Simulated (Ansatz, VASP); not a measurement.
## BaTiO3 in VASP and in Ansatz

```xyz
10
Lattice="4.0149 2.8601 -2.8702 4.0149 -2.8601 2.8702 0.0000 -2.8601 -2.8702" Properties=species:S:1:pos:R:3 pbc="T T T"
Ba    0.0000    0.0000    0.0000
Ba    4.0149    0.0000    0.0000
Ti    6.0224    0.0000   -2.7727
Ti    2.0075    0.0000   -2.7727
O     4.0149    0.0000   -2.9334
O     4.0149   -2.8601   -0.0631
O     6.0224   -1.3952   -1.4441
O     2.0075   -1.3952   -1.4441
O     6.0224    1.3952   -1.4441
O     2.0075    1.3952   -1.4441
```

Alike in both runs: task single point; functional r2SCAN; k mesh 5 × 5 × 6; occupations methfessel-paxton of order 1, width 0.0104 eV; no spin polarisation.

```csv
,VASP,Ansatz
version,VASP 6.6.1,Ansatz 0.2.0
potentials or method,"VASP PAW PBE potentials, release 64 (Ba_sv, Ti_sv, O), cutoff 520 eV",PAW plane waves
valence electrons in the cell,80,80
```

VASP gave:

```
gap on the k mesh at the Fermi level (eV) : 2.24
pressure (GPa)                            : -2.8
rms of the force components (eV/Å)        : 0.174
```

Q: Estimate Ansatz's values.

A: gap on the k mesh at the Fermi level (eV): 2.26; pressure (GPa): -4.6; rms of the force components (eV/Å): 0.200.

VASP's potentials were made for PBE, not for r2SCAN.

Neither program's run includes spin-orbit coupling.
